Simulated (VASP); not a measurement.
Crystal: RbBr.

```xyz
2
Lattice="4.1261 0.0000 0.0000 0.0000 4.1261 0.0000 0.0000 0.0000 4.1261" Properties=species:S:1:pos:R:3 pbc="T T T"
Rb    0.0000    0.0000    0.0000
Br    2.0630    2.0630    2.0630
```

- Program: VASP 6.6.1
- Task: relaxation of cell and atoms
- Functional: LDA
- Potentials or basis: VASP PAW LDA potentials, release 64 (Rb_sv, Br)
- Cutoff: 600 eV
- k mesh: 7 × 7 × 7
- Occupations: fermi-dirac, width 0.05 eV
- Spin: no spin polarisation

At the start: pressure -1.9 GPa; volume 35.12 Å³/atom.

Task: Where does the relaxation end?

Result: Over 4 steps the energy falls by 25.7 meV/atom and the volume is 31.31 Å³/atom (-10.8 %); space group Pm-3m (No. 221, to 0.05 Å).

The path:
```
step  energy change (eV)  largest force (eV/Å)  pressure (GPa)  volume (Å³)
   1              0.0000                0.0000           -1.93        70.24
   2             -0.0400                0.0000           -1.03        66.02
   3             -0.0513                0.0000           -0.12        62.99
   4             -0.0515                0.0000            0.01        62.63
```

Final structure:
```yaml
crystal:
  lattice:
    - [3.97116, 0.00000, 0.00000]
    - [0.00000, 3.97116, 0.00000]
    - [0.00000, 0.00000, 3.97116]
  atoms:
    - { symbol: Rb, position: [0.00000, 0.00000, 0.00000] }
    - { symbol: Br, position: [0.50000, 0.50000, 0.50000] }
```
